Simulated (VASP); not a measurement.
# BN: single point with PBE

The system is BN.

```xyz
4
Lattice="2.5312 0.0000 0.0000 -1.2656 2.1921 0.0000 0.0000 0.0000 4.1868" Properties=species:S:1:pos:R:3 pbc="T T T"
B     0.0000    1.4614    0.0011
B     1.2656    0.7307    2.0945
N     0.0000    1.4614    1.5690
N     1.2656    0.7307    3.6623
```

This cell differs from its parent crystal: strain -0.5%.

* Program: VASP 6.6.1
* Task: single point
* Functional: PBE
* Potentials or basis: VASP PAW PBE potentials, release 64 (B, N)
* Cutoff: 520 eV
* k mesh: 12 × 12 × 6
* Occupations: fermi-dirac, width 0.02 eV
* Spin: no spin polarisation
* Dipole correction: no
* Further INCAR settings: ALGO = Normal; EDIFF = 1e-06; NBANDS = 16

```
Pressure               : 11.0 GPa
Largest force          : 0.009 eV/Å
Band gap on the k mesh : 5.16 eV, indirect (least direct gap 8.37 eV)
```

Forces on the atoms (eV/Å):
```
B    0.000  0.000  0.009
B    0.000  0.000  0.009
N    0.000  0.000 -0.009
N    0.000  0.000 -0.009
```

Levels at points of the mesh, in eV from the valence-band top:
```tsv
k point	band 5	band 6	band 7	band 8	band 9	band 10	band 11	band 12
(0.00, 0.00, 0.00)	-2.16	-0.28	0.00	0.00	8.44	8.44	8.71	9.74
(0.50, 0.00, 0.00)	-7.01	-5.07	-4.50	-2.15	6.78	8.02	10.70	11.66
(0.00, 0.00, 0.50)	-1.20	-1.20	-1.20	-1.20	9.66	9.66	10.02	10.02
(0.50, 0.00, 0.50)	-3.84	-3.84	-3.63	-3.63	6.66	6.66	10.16	10.16
```

Wall time 11 s on 1 thread of Intel(R) Xeon(R) 6975P-C (Granite Rapids) (shared host), peak memory 0.14 GiB.

Caveat: the cell differs from its parent crystal (strain -0.5%). A k mesh can miss the band edges.
